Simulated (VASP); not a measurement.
Here is a VASP 6.6.1 calculation.

INCAR

```
ALGO = Normal ; EDIFF = 1E-7
ENCUT = 520 ; GGA = RP
ISIF = 2 ; ISMEAR = -1
LASPH = True ; LCHARG = False
LREAL = False ; LWAVE = False
NBANDS = 15 ; NELM = 80
PREC = Accurate ; SIGMA = 0.1
```

Contents of KPOINTS:

```
k-points
0
Gamma
  21 21 12
```

Contents of POSCAR:

```
Os
1.0
    2.6896628781      0.0000000000      0.0000000000
   -1.3448314391      2.3293163801      0.0000000000
    0.0000000000      0.0000000000      4.2375458285
Os
2
Direct
    0.3333333333      0.6666666667      0.2500000000
    0.6666666667      0.3333333333      0.7500000000
```

Potentials or basis: VASP PAW PBE potentials, release 64 (Os).

The run is started by

```sh
$ cat potpaw_PBE.64/Os/POTCAR > POTCAR
$ mpirun -np 1 vasp_std > vasp.out
```

Q: What does it give for the pressure?

A: 39.4 GPa.

Q: What does it give for the band gap on the k mesh?

A: Zero (bands 8 and 9 overlap by 4.23 eV).

Stress tensor (GPa, compression positive):
```
38.17  0.00  0.00
 0.00 38.17  0.00
 0.00  0.00 41.89
```

Caveat: the cell stands under pressure; the PAW data sets were made with another functional, which shifts forces and pressure a little; spin-orbit coupling is left out, which moves the levels of the heavy elements.
